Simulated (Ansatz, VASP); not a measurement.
# GaAs in VASP and in Ansatz

File INCAR:

```
SYSTEM = GaAs
PREC     = Accurate       ! precision mode
ENCUT    = 520            ! plane-wave cutoff, eV
EDIFF    = 1E-7           ! SCF threshold, eV
ISMEAR   = 0              ! smearing method
SIGMA    = 0.05           ! smearing width, eV
LREAL    = Auto         
LASPH    = .TRUE.         ! aspherical terms in the spheres
NELM     = 80             ! most SCF steps
ALGO     = Normal         ! electronic algorithm
ISIF     = 2              ! what is computed and relaxed
LWAVE    = .FALSE.        ! write WAVECAR
LCHARG   = .TRUE.         ! write CHGCAR
LDIPOL   = .TRUE.       
IDIPOL   = 3            
DIPOL    = 0.5 0.5 0.445
GGA      = PE             ! functional
IVDW     = 12             ! dispersion correction
LELF     = .TRUE.         ! ELF
LVHAR    = .TRUE.       
LVACPOTAV= .TRUE.       
NBANDS   = 86             ! bands
```

Contents of KPOINTS:

```
regular mesh
0
G
  2 2 1
  0 0 0
```

Contents of POSCAR:

```
GaAs
1.0
    8.0267120191      0.0000000000      0.0000000000
   -4.0133560095      6.9513365174      0.0000000000
    0.0000000000      0.0000000000     22.6740143248
As Ga
8 8
Direct
    0.5000000000      0.0000000000      0.3528268037
    0.5000000000      0.5000000000      0.3528268037
    0.0000000000      0.0000000000      0.3528268037
    0.0000000000      0.5000000000      0.3528268037
    0.6743811035      0.8432329803      0.5036297643
    0.6592164520      0.3198106588      0.5098338419
    0.1675176256      0.8433266362      0.5035422968
    0.1649188269      0.3315874615      0.4972316007
    0.1666666667      0.8333333333      0.3889572768
    0.1666666667      0.3333333333      0.3889572768
    0.6666666667      0.8333333333      0.3889572768
    0.6666666667      0.3333333333      0.3889572768
    0.3333589340      0.6683196818      0.5229137201
    0.3237059974      0.1727714814      0.5447485857
    0.8292019524      0.6597059949      0.5275830302
    0.8474787172      0.1726466890      0.5448406013
```

Input for Ansatz:

```yaml
crystal:
  lattice:
    - [8.0267120225, 0.0, 0.0]
    - [-4.0133560112, 6.9513365203, 0.0]
    - [0.0, 0.0, 22.6740143265]
  atoms:
    - { symbol: As, position: [0.5, 0.0, 0.3528268037] }
    - { symbol: As, position: [0.5, 0.5, 0.3528268037] }
    - { symbol: As, position: [0.0, 0.0, 0.3528268037] }
    - { symbol: As, position: [0.0, 0.5, 0.3528268037] }
    - { symbol: Ga, position: [0.1666666667, 0.8333333333, 0.3889572768] }
    - { symbol: Ga, position: [0.1666666667, 0.3333333333, 0.3889572768] }
    - { symbol: Ga, position: [0.6666666667, 0.8333333333, 0.3889572768] }
    - { symbol: Ga, position: [0.6666666667, 0.3333333333, 0.3889572768] }
    - { symbol: As, position: [0.6592182429, 0.8198119968, 0.509834772] }
    - { symbol: As, position: [0.6743816793, 0.3432338256, 0.50362948] }
    - { symbol: As, position: [0.1649206251, 0.8315912426, 0.4972318529] }
    - { symbol: As, position: [0.1675175867, 0.3433282763, 0.5035422213] }
    - { symbol: Ga, position: [0.3237065598, 0.672774089, 0.5447491719] }
    - { symbol: Ga, position: [0.3333605612, 0.1683233323, 0.5229139108] }
    - { symbol: Ga, position: [0.8474802398, 0.6726473195, 0.544841267] }
    - { symbol: Ga, position: [0.829202306, 0.1597078287, 0.5275837116] }
basis:
  ecutwfc: 420
kpoints:
  mp_grid: { grid: [2, 2, 1] }
hamiltonian:
  xc: pbe
  dispersion: d3bj
scf:
  occupations: { method: gaussian, width: 0.05 }
output:
  forces: true
  eigenvalues: true
  write_density: true
  volumetric_format: npy
efield:
  axis: 3
  dipole_correction: true
  ramp_width: 0.04
```

Alike in both runs: task single point; functional PBE; dispersion D3(BJ); k mesh 2 × 2 × 1; occupations gaussian, width 0.05 eV; no spin polarisation.

|  | VASP | Ansatz |
| --- | --- | --- |
| version | VASP 6.6.1 | Ansatz 0.2.0 |
| potentials or method | VASP PAW PBE potentials, release 64 (As, Ga_d), cutoff 520 eV | scalar-relativistic, plane waves, PAW |
| valence electrons in the cell | 144 | 224 |

```csv
,VASP,Ansatz,Ansatz less VASP
gap on the k mesh at the Fermi level (eV),none,none,-
rms of the force components (eV/Å),0.258,0.260,+0.0028
"work function, face that differs most (eV)",3.47,3.47,-0.002
```

A gap of «none» marks a metal or a gap that the smearing closes. VASP's potentials hold 144 valence electrons a cell and Ansatz's 224, so a difference there can come from the potentials and not from the codes.

The k mesh is coarse, so the values compare programs but aren't converged.
